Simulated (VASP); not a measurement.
Runs of VASP 6.6.1 on Al. The structure is that of space group Fm-3m (No. 225), or close to it. The cells are those of the table. 

| task | level | potentials or basis | cell | cutoff (eV) | gap on the mesh (eV) | pressure (GPa) |
| --- | --- | --- | --- | --- | --- | --- |
| electric field gradients | r2SCAN | VASP PAW PBE potentials, release 64 (Al) | a = 2.862 Å, angles 60.0°, 1 atom | 440 | none | -3.8 |
| single point | r2SCAN | VASP PAW PBE potentials, release 64 (Al) | a = 2.900 Å, angles 60.0°, 1 atom | 550 | none | -6.4 |
| single point | r2SCAN | VASP PAW PBE potentials, release 64 (Al) | a = 2.862 Å, angles 60.0°, 1 atom | 550 | none | -3.7 |
| single point | LDA | VASP PAW LDA potentials, release 64 (Al) | a = 2.862 Å, angles 60.0°, 1 atom | 500 | none | (a) |
| single point | PBE | VASP PAW PBE potentials, release 64 (Al) | a = 2.862 Å, angles 60.0°, 1 atom | 500 | none | (b) |

Alike in all rows: no spin polarisation; k mesh 17 × 17 × 17; smearing fermi-dirac 0.03 eV.

Q: Fill in the values left out.

A: (a) -3.6; (b) -0.5.

Caveats: the cell stands under tension (at least some runs); the PAW data sets were made with another functional, which shifts forces and pressure a little (at least some runs).

A gap of «none» marks levels without a gap at the run's occupations.
